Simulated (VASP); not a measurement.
# NaAl3 (I4/mmm) in VASP: single point with PBE

Aim: the single point of NaAl3 with PBE.

All numbers are computed with VASP 6.6.1; they aren't measurements. Logs are shortened: lines on timing, memory, paths and dates and some standing lists are left out, and cuts for length are marked.

## 1. The cell of the first run

It takes space group I4/mmm (No. 139, tetragonal). Conventional cell: a = 4.375 Å, b = 4.375 Å, c = 7.960 Å, α = 90.00°, β = 90.00°, γ = 90.00°. Within 4.0 Å of Na (site symmetry 4/mmm) lie 14 Al at 2.96 to 3.98 Å. Within 4.0 Å of Al (site symmetry -4m2) lie 4 Na at 2.96 Å and 10 Al at 2.96 to 3.98 Å. Within 4.0 Å of Al (site symmetry 4/mmm) lie 8 Al at 2.96 Å and 6 Na at 3.09 to 3.98 Å.

## 2. Single point, PBE

Contents of INCAR:

```
PREC = Accurate
ENCUT = 1130
EDIFF = 1E-6
ISMEAR = 0
SIGMA = 0.1
LREAL = F
LASPH = T
NELM = 120
ALGO = Normal
ISIF = 2
LWAVE = F
LCHARG = T
GGA = PE
LELF = T
LVHAR = T
NBANDS = 17
GGA_COMPAT = F
```

Contents of KPOINTS:

```
Automatic mesh
0
Gamma
  2 2 3
```

Contents of POSCAR:

```
NaAl3
1.0
   -2.1877210000      2.1877210000      3.9802060000
    2.1877210000     -2.1877210000      3.9802060000
    2.1877210000      2.1877210000     -3.9802060000
Na Al
1 3
Direct
    0.0000000000      0.0000000000      0.0000000000
    0.7500000000      0.2500000000      0.5000000000
    0.2500000000      0.7500000000      0.5000000000
    0.5000000000      0.5000000000      0.0000000000
```

Potentials or basis: VASP PAW PBE potentials, release 64 (Na_sv, Al).

Run with:

```sh
$ cat potpaw_PBE.64/Na_sv/POTCAR potpaw_PBE.64/Al/POTCAR > POTCAR
$ mpirun -np 1 vasp_std > vasp.out
```

OUTCAR:

```text
PREC = Accurate
   ENCUT = 1130
   EDIFF = 1E-6
   ISMEAR = 0
   LREAL = F
   LASPH = T
   NELM = 120
   ISIF = 2
   GGA = PE

 ion  position               nearest neighbor table
   1  0.000  0.000  0.000-
   2  0.750  0.250  0.500-   4 2.96   4 2.96   4 2.96   4 2.96   3 3.09   3 3.09   3 3.09   3 3.09

   3  0.250  0.750  0.500-   4 2.96   4 2.96   4 2.96   4 2.96   2 3.09   2 3.09   2 3.09   2 3.09

   4  0.500  0.500  0.000-   3 2.96   2 2.96   2 2.96   3 2.96   2 2.96   3 2.96   3 2.96   2 2.96

  LATTYP: Found a body centered tetragonal cell.
 ALAT       =     4.3754420000
 C/A-ratio  =     1.8193389376

  Lattice vectors:

 A1 = (  -2.1877210000,   2.1877210000,   3.9802060000)
 A2 = (   2.1877210000,  -2.1877210000,   3.9802060000)
 A3 = (   2.1877210000,   2.1877210000,  -3.9802060000)

Analysis of symmetry for initial positions (statically):
=====================================================================
 Subroutine PRICEL returns:
 Original cell was already a primitive cell.

 Routine SETGRP: Setting up the symmetry group for a
 body centered tetragonal supercell.

 Subroutine GETGRP returns: Found 16 space group operations
 (whereof 16 operations were pure point group operations)
 out of a pool of 16 trial point group operations.

The static configuration has the point symmetry D_4h.

Analysis of symmetry for dynamics (positions and initial velocities):
=====================================================================
 Subroutine PRICEL returns:
 Original cell was already a primitive cell.

 Routine SETGRP: Setting up the symmetry group for a
 body centered tetragonal supercell.

 Subroutine GETGRP returns: Found 16 space group operations
 (whereof 16 operations were pure point group operations)
 out of a pool of 16 trial point group operations.

The dynamic configuration has the point symmetry D_4h.

 Subroutine INISYM returns: Found 16 space group operations
 (whereof 16 operations are pure point group operations),
 and found     1 'primitive' translations

----------------------------------------------------------------------------------------

                                     Primitive cell

  volume of cell :      76.1990

  direct lattice vectors                    reciprocal lattice vectors
    -2.187721000  2.187721000  3.980206000     0.000000000  0.228548339  0.125621639
     2.187721000 -2.187721000  3.980206000     0.228548339  0.000000000  0.125621639
     2.187721000  2.187721000 -3.980206000     0.228548339  0.228548339  0.000000000

  length of vectors
     5.041258390  5.041258390  5.041258390     0.260797123  0.260797123  0.323216160

  position of ions in fractional coordinates (direct lattice)
     0.000000000  0.000000000  0.000000000
     0.750000000  0.250000000  0.500000000
     0.250000000  0.750000000  0.500000000
     0.500000000  0.500000000  0.000000000

  ion indices of the primitive-cell ions
   primitive index   ion index
                 1           1
                 2           2
                 3           3
                 4           4

----------------------------------------------------------------------------------------

 KPOINTS: Automatic mesh

Automatic generation of k-mesh.
 Grid dimensions read from file:
 generate k-points for:    2    2    3

 Generating k-lattice:

  Cartesian coordinates                     Fractional coordinates (reciprocal lattice)
     0.000000000  0.114274169  0.062810819     0.500000000  0.000000000  0.000000000
     0.114274169  0.000000000  0.062810819     0.000000000  0.500000000  0.000000000
     0.076182780  0.076182780  0.000000000     0.000000000  0.000000000  0.333333333

  Length of vectors
     0.130398561  0.130398561  0.107738720

  Shift w.r.t. Gamma in fractional coordinates (k-lattice)
     0.000000000  0.000000000  0.000000000

 -----------------------------------------------------------------------------
|                                                                             |
|           W    W    AA    RRRRR   N    N  II  N    N   GGGG   !!!           |
|           W    W   A  A   R    R  NN   N  II  NN   N  G    G  !!!           |
|           W    W  A    A  R    R  N N  N  II  N N  N  G       !!!           |
|           W WW W  AAAAAA  RRRRR   N  N N  II  N  N N  G  GGG   !            |
|           WW  WW  A    A  R   R   N   NN  II  N   NN  G    G                |
|           W    W  A    A  R    R  N    N  II  N    N   GGGG   !!!           |
|                                                                             |
|     Your reciprocal lattice and k-lattice belong to different lattice       |
|     classes:                                                                |
|                                                                             |
|        The reciprocal lattice is body-centered tetragonal,                  |
|        whereas your k-lattice is base-centered monoclinic.                  |
|                                                                             |
|     Results are often still useful ...                                      |
|                                                                             |
 -----------------------------------------------------------------------------

 WARNING: IBZKPT: internal override: KBLOWUP is changed to .FALSE.
      ... skipping the blow-up phase ...

 Subroutine IBZKPT returns following result:
 ===========================================

 Found      6 irreducible k-points:

 Following reciprocal coordinates:
            Coordinates               Weight
  0.000000  0.000000  0.000000      1.000000
  0.500000  0.000000  0.000000      2.000000
  0.500000  0.500000  0.000000      1.000000
  0.000000  0.000000  0.333333      2.000000
  0.500000 -0.000000  0.333333      4.000000
  0.500000  0.500000  0.333333      2.000000
   k-points           NKPTS =      6   k-points in BZ     NKDIM =      6   number of bands    NBANDS=     17
   number of dos      NEDOS =    301   number of ions     NIONS =      4
   total plane-waves  NPLWV = 175616
   dimension x,y,z NGX =    56 NGY =   56 NGZ =   56
   dimension x,y,z NGXF=   112 NGYF=  112 NGZF=  112
   ions per type =               1   3
   NGX,Y,Z   is equivalent  to a cutoff of  18.47, 18.47, 18.47 a.u.
   NGXF,Y,Z  is equivalent  to a cutoff of  36.93, 36.93, 36.93 a.u.
 SYSTEM =  unknown system
   PREC   = accura    normal or accurate (medium, high low for compatibility)
   ISTART =      0    job   : 0-new  1-cont  2-samecut
   ICHARG =      2    charge: 1-file 2-atom 10-const
   ISPIN  =      1    spin polarized calculation?
   LNONCOLLINEAR =      F non collinear calculations
   LSORBIT =      F    spin-orbit coupling
   LASPH  =      T    aspherical Exc in radial PAW
   ENCUT  = 1130.0 eV  83.05 Ry    9.11 a.u.  13.82 13.82 13.82*2*pi/ulx,y,z
   NELM   =    120;   NELMIN=  2; NELMDL= -5     # of ELM steps
   EDIFF  = 0.1E-05   stopping-criterion for ELM
   LREAL  =      F    real-space projection
   EDIFFG = 0.1E-04   stopping-criterion for IOM
   NSW    =      0    number of steps for IOM
   IBRION =     -1    ionic relax: 0-MD 1-quasi-New 2-CG
   NFREE  =      0    steps in history (QN), initial steepest desc. (CG)
   ISIF   =      2    stress and relaxation
   ISYM   =      2    0-nonsym 1-usesym 2-fastsym
   POTIM  = 0.5000    time-step for ionic-motion
   TEBEG  =    0.0;   TEEND  =   0.0 temperature during run
   PSTRESS=    0.0 pullay stress
   NELECT =      18.0000    total number of electrons
   NUPDOWN=      -1.0000    fix difference up-down
   EMIN   =  10.00;   EMAX   =-10.00  energy-range for DOS
   EFERMI =   0.00;   METHOD = LEGACY
   ISMEAR =     0;   SIGMA  =   0.10  broadening in eV -4-tet -1-fermi 0-gaus
   EFERMI_NEDOS =   21; number of points for ismear=-14 and -15
   IALGO  =     38    algorithm
   IMIX   =      4    mixing-type and parameters
     AMIX     =   0.40;   BMIX     =  1.00
     AMIX_MAG =   1.60;   BMIX_MAG =  1.00
  volume/ion in A,a.u.               =      19.05       128.55
  Fermi-wavevector in a.u.,A,eV,Ry     =   1.012005  1.912412 13.934454  1.024154
  Thomas-Fermi vector in A             =   2.145088
   LORBIT       =      0    0 simple, 1 ext, 2 COOP (PROOUT), +10 PAW based schemes
   GGA     = PE    functional components
   LHFCALC =     F    Hartree Fock is set to
   AEXX    =    0.0000 exact exchange contribution
   IVDW    =     0    specifies the selected vdW correction
   LEPSILON=     F    determine dielectric tensor
   LRPA    =     F    only Hartree local field effects (RPA)
 non-spin polarized calculation
 Gauss-broadening in eV      SIGMA  =   0.10
  energy-cutoff  :     1130.00
  volume of cell :       76.20
 maximum number of plane-waves:      6604
 NGX is ok and might be reduce to    56
   NGX = 27   NGY = 27   NGZ = 27

 number of electron      17.9999998 magnetization

 Free energy of the ion-electron system (eV)
  ---------------------------------------------------
  ext. energy  EPLUGINS =         0.00000000
  ---------------------------------------------------
  free energy    TOTEN  =       -11.84510183 eV

  energy without entropy =      -11.84434304  energy(sigma->0) =      -11.84472244

 E-fermi :   5.5235     XC(G=0):  -9.4044

 val. band max:        5.3446346813   @ k =   0.5000   0.0000   0.0000
 cond. band min:       5.6910128446   @ k =   0.0000   0.0000   0.0000
 fundamental gap:      0.3463781633
 Fermi energy:         5.5235213953

 k-point     1 :       0.0000    0.0000    0.0000
  band No.  band energies     occupation
      1     -46.4065      2.00000
      2     -18.3626      2.00000
      3     -18.3488      2.00000
      4     -18.3488      2.00000
      5      -3.5737      2.00000
      6       4.5967      2.00000
[... 9 lines left out ...]
     16      10.9447      0.00000
     17      11.3596      0.00000

 k-point     2 :       0.5000    0.0000    0.0000
  band No.  band energies     occupation
      1     -46.4064      2.00000
      2     -18.3640      2.00000
      3     -18.3558      2.00000
      4     -18.3487      2.00000
      5      -1.4739      2.00000
      6      -0.7264      2.00000
[... 9 lines left out ...]
     16      11.4120      0.00000
     17      12.9670      0.00000
[... 61 lines left out ...]
 k-point     6 :       0.5000    0.5000    0.3333
  band No.  band energies     occupation
      1     -46.4065      2.00000
      2     -18.3657      2.00000
      3     -18.3512      2.00000
      4     -18.3509      2.00000
      5      -1.2983      2.00000
      6      -0.4965      2.00000
[... 9 lines left out ...]
     16      12.3398      0.00000
     17      12.9319      0.00000

------------------------ aborting loop because EDIFF is reached ----------------------------------------

  FORCE on cell =-STRESS in cart. coord.  units (eV):
  Direction    XX          YY          ZZ          XY          YZ          ZX
  --------------------------------------------------------------------------------------
  -------------------------------------------------------------------------------------
  Total       -1.8354992     -1.8354992      1.8908126      0.0000000      0.0000000     -0.0000000
  in kB      -38.5936067    -38.5936067     39.7566393      0.0000000      0.0000000     -0.0000000
  external PRESSURE =     -12.4768581 kB  Pullay stress =       0.0000000 kB

 VOLUME and BASIS-vectors are now :
 -----------------------------------------------------------------------------
  energy-cutoff  :     1130.00
  volume of cell :       76.20
      direct lattice vectors                 reciprocal lattice vectors
    -2.187721000  2.187721000  3.980206000     0.000000000  0.228548339  0.125621639
     2.187721000 -2.187721000  3.980206000     0.228548339  0.000000000  0.125621639
     2.187721000  2.187721000 -3.980206000     0.228548339  0.228548339  0.000000000

 POSITION                                       TOTAL-FORCE (eV/Angst)
 -----------------------------------------------------------------------------------
      0.00000      0.00000      0.00000        -0.000000      0.000000      0.000000
      0.00000      2.18772      1.99010         0.000000     -0.000000     -0.000000
      2.18772      0.00000      1.99010        -0.000000      0.000000     -0.000000
      0.00000      0.00000      3.98021        -0.000000      0.000000      0.000000
 -----------------------------------------------------------------------------------
    total drift:                                0.000000     -0.000000     -0.000000

  FREE ENERGIE OF THE ION-ELECTRON SYSTEM (eV)
  ---------------------------------------------------
  free  energy   TOTEN  =       -11.8451018279 eV

  energy  without entropy=      -11.8443430431  energy(sigma->0) =      -11.84472244
```

Wall time 26 s (1 thread of Intel Xeon 6975P-C (Granite Rapids), shared host); peak memory 0.38 GiB.

What came out:

```yaml
Free_energy: -11.8451 eV
Pressure: -1.2 GPa
Band_gap_on_the_k_mesh: zero (bands 9 and 10 overlap by 1.89 eV)
```

Caveat: the k points lie up to 0.68 Å⁻¹ apart, too coarse for converged energies and pressures of a metal.

The gap in the log of VASP goes by the Fermi energy; the results here count the filled bands.